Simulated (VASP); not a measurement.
AlP, 2 atoms in the cell. The structure is tetragonal, space group I-4m2 (No. 119). The conventional cell has a = 3.758 Å, b = 3.758 Å, c = 5.451 Å, α = 90.00°, β = 90.00°, γ = 90.00°. Al (site symmetry -4m2) has 4 P at 2.32 Å within 3.1 Å. Within 3.1 Å of P (site symmetry -4m2) lie 4 Al at 2.32 Å.  This cell differs from its parent crystal: strain -0.025 along x and y, +0.000 along z.

| Quantity | Value |
| --- | --- |
| Program | VASP 6.6.1 |
| Task | single point |
| Functional | PBE |
| Potentials or basis | VASP PAW PBE potentials, release 64 (Al, P) |
| Cutoff | 500 eV |
| k mesh | 8 × 8 × 8 |
| Occupations | gaussian, width 0.05 eV |
| Spin | no spin polarisation |
| Dipole correction | no |
| Further INCAR settings | ALGO = Normal; EDIFF = 1e-06; NBANDS = 11 |

Potentials or basis: VASP PAW PBE potentials, release 64 (Al, P).

Command:

```console
$ cat potpaw_PBE.64/Al/POTCAR potpaw_PBE.64/P/POTCAR > POTCAR
$ mpirun -np 1 vasp_std > vasp.out
```

Hardware: 1 thread of Intel(R) Xeon(R) Platinum 8259CL CPU @ 2.50GHz (Skylake/Cascade Lake), on a shared host.

Q: Estimate the wall time of this run.

A: It took 26 s on 1 thread of Intel(R) Xeon(R) Platinum 8259CL CPU @ 2.50GHz (Skylake/Cascade Lake), on a shared host, peak memory 0.16 GiB. Counts: scf iterations 12, k points 59.
